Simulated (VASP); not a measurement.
## Ta2H3: relaxation of cell and atoms with PBE

Crystal: Ta2H3.

```
Ta H
1.0
     5.93550    0.00000    0.00000
     0.00000    5.93550    0.00000
     0.00000    0.00000    3.13394
Ta H
4 6
Direct
  0.38270 0.88270 0.00000
  0.11730 0.38270 0.00000
  0.61730 0.11730 0.00000
  0.88270 0.61730 0.00000
  0.00000 0.00000 0.00000
  0.50000 0.50000 0.00000
  0.17680 0.67680 0.50000
  0.32320 0.17680 0.50000
  0.82320 0.32320 0.50000
  0.67680 0.82320 0.50000
```

| Property | Result |
| --- | --- |
| Program | VASP 6.6.1 |
| Task | relaxation of cell and atoms |
| Functional | PBE |
| Potentials or basis | VASP PAW PBE potentials, release 64 (Ta_pv, H) |
| Cutoff | 600 eV |
| k mesh | 4 × 4 × 6 |
| Occupations | gaussian, width 0.1 eV |
| Spin | no spin polarisation |
| Dipole correction | no |
| Further INCAR settings | ALGO = Normal; EDIFF = 1e-07; IBRION = 2; EDIFFG = -0.04; NSW = 90; ISIF = 3 |

```
Relaxed volume                        : 9.42 Å³/atom
Relaxed cell                          : a = 5.757 Å, b = 5.757 Å, c = 2.843 Å, α = 90.00°, β = 90.00°, γ = 90.00°
Space group after relaxing (to 0.1 Å) : P4/mbm (No. 127)
Energy gained by relaxing             : 1069.3 meV/atom
Ionic steps                           : 34
Pressure after relaxing               : 0.1 GPa
Largest force after relaxing          : 0.024 eV/Å
Band gap on the k mesh                : zero (bands 25 and 26 overlap by 1.43 eV)
```

Forces in eV/Å, atoms in the order of the input:
```
Ta  -0.017 -0.017  0.000
Ta   0.017 -0.017  0.000
Ta   0.017  0.017  0.000
Ta  -0.017  0.017  0.000
H    0.000  0.000  0.000
H    0.000  0.000  0.000
H    0.006  0.006  0.000
H   -0.006  0.006  0.000
H   -0.006 -0.006  0.000
H    0.006 -0.006  0.000
```

Stress tensor (GPa, compression positive):
```
0.09 0.00 0.00
0.00 0.09 0.00
0.00 0.00 0.17
```

The path:
```
step  energy change (eV)  largest force (eV/Å)  pressure (GPa)  volume (Å³)
   1              0.0000               15.4832           13.03       110.41
   2             -7.2045                0.7087          -18.33       125.00
   3             -7.8540                0.0775          -21.49       117.42
   4             -7.8959                0.0572          -21.25       117.11
   5             -7.9284                0.9354          -19.89       115.93
   6             -7.9447                0.5352          -20.52       116.39
   7             -9.5255                0.7988           -0.48        96.43
   8             -9.5255                0.7947           -0.58        96.49
   9             -9.6471                0.7291           -0.01        95.54
  10             -9.8513                0.7425            3.17        92.70
  11             -9.9436                0.6045            1.37        93.30
  12            -10.0979                0.5366           -3.42        95.10
  13            -10.1099                0.4641           -4.97        95.79
  14            -10.1994                0.3824           -3.13        94.33
  15            -10.2743                0.3448            1.25        91.48
  16            -10.3054                0.3769            0.36        91.91
  17            -10.4130                0.6046           -1.73        93.20
  18            -10.5479                0.4691           -4.36        95.75
  19            -10.5689                0.4585           -3.91        95.63
  20            -10.6215                0.3338           -2.53        95.28
  21            -10.6335                0.0972            0.88        94.57
  22            -10.6468                0.1292           -0.76        94.90
  23            -10.6471                0.1039           -0.57        94.86
  24            -10.6593                0.0931           -0.46        94.76
  25            -10.6811                0.0929           -0.06        94.45
  26            -10.6835                0.1172            0.16        94.30
  27            -10.6848                0.1049            0.04        94.35
  28            -10.6876                0.0682           -0.31        94.49
  29            -10.6894                0.0824           -0.98        94.77
  30            -10.6904                0.0759           -0.81        94.67
  31            -10.6920                0.0560           -0.28        94.36
  32            -10.6922                0.0477           -0.07        94.24
  33            -10.6924                0.0418           -0.02        94.23
  34            -10.6929                0.0235            0.11        94.22
```

Final structure:
```cif
data_structure
_symmetry_space_group_name_H-M 'P 1'
_symmetry_Int_Tables_number 1
_cell_length_a 5.7568
_cell_length_b 5.7568
_cell_length_c 2.8431
_cell_angle_alpha 90.000
_cell_angle_beta 90.000
_cell_angle_gamma 90.000
_cell_volume 94.22
loop_
_atom_site_label
_atom_site_type_symbol
_atom_site_fract_x
_atom_site_fract_y
_atom_site_fract_z
_atom_site_occupancy
Ta1 Ta 0.28779 0.78779 0.00000 1
Ta2 Ta 0.21221 0.28779 0.00000 1
Ta3 Ta 0.71221 0.21221 0.00000 1
Ta4 Ta 0.78779 0.71221 0.00000 1
H1 H 0.00000 0.00000 0.00000 1
H2 H 0.50000 0.50000 0.00000 1
H3 H 0.11859 0.61859 0.50000 1
H4 H 0.38141 0.11859 0.50000 1
H5 H 0.88141 0.38141 0.50000 1
H6 H 0.61859 0.88141 0.50000 1
```

Levels at points of the mesh, in eV from the Fermi level:
```csv
k point,band 22,band 23,band 24,band 25,band 26,band 27,band 28,band 29
"(0.00, 0.00, 0.00)",-2.44,-2.44,-1.42,-1.42,0.84,1.41,1.86,1.86
"(0.50, 0.00, 0.00)",-2.72,-1.36,-1.36,0.45,0.45,1.35,1.35,2.42
"(0.50, 0.50, 0.00)",-2.45,-0.82,-0.82,-0.08,-0.08,2.15,2.16,2.16
"(0.00, 0.00, 0.50)",-2.46,-1.58,0.08,0.08,0.10,1.24,1.24,1.53
"(0.50, 0.00, 0.50)",-2.77,-0.78,-0.78,0.60,0.60,0.71,0.71,0.95
"(0.50, 0.50, 0.50)",-2.00,-1.41,-1.41,-0.83,-0.83,0.62,0.62,1.17
```

Run time: 22 min on 1 thread of AMD EPYC 9R45 96-Core Processor (Zen 5), on a shared host, peak memory 0.28 GiB.

Caveat: spin-orbit coupling is left out, which moves the levels of the heavy elements.
